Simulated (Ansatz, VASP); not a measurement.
**One calculation of InAs, two programs**

```
CELL_PARAMETERS angstrom
0.00000 3.05459 3.05459
3.05459 0.00000 3.05459
3.05459 3.05459 0.00000
ATOMIC_POSITIONS crystal
In 0.00000 0.00000 0.00000
As 0.25000 0.25000 0.25000
```

Alike in both runs: task single point; functional HSE06; k mesh 4 × 4 × 4; occupations fermi-dirac, width 0.02 eV; no spin polarisation.

|  | VASP | Ansatz |
| --- | --- | --- |
| version | VASP 6.6.1 | Ansatz 0.2.0 |
| potentials or method | VASP PAW PBE potentials, release 64 (In_d, As) | plane waves |
| plane-wave cutoff (eV) | 520 | 420 |
| valence electrons in the cell | 18 | 28 |

|  | VASP | Ansatz | Ansatz less VASP |
| --- | --- | --- | --- |
| pressure (GPa) | -0.1 | 0.1 | +0.20 |

VASP's potentials hold 18 valence electrons a cell and Ansatz's 28, so a difference there can come from the potentials and not from the codes. Ansatz's warnings: stress exchange threshold loose, stress scf threshold loose.

The k mesh is coarse, so the values compare programs but aren't converged.
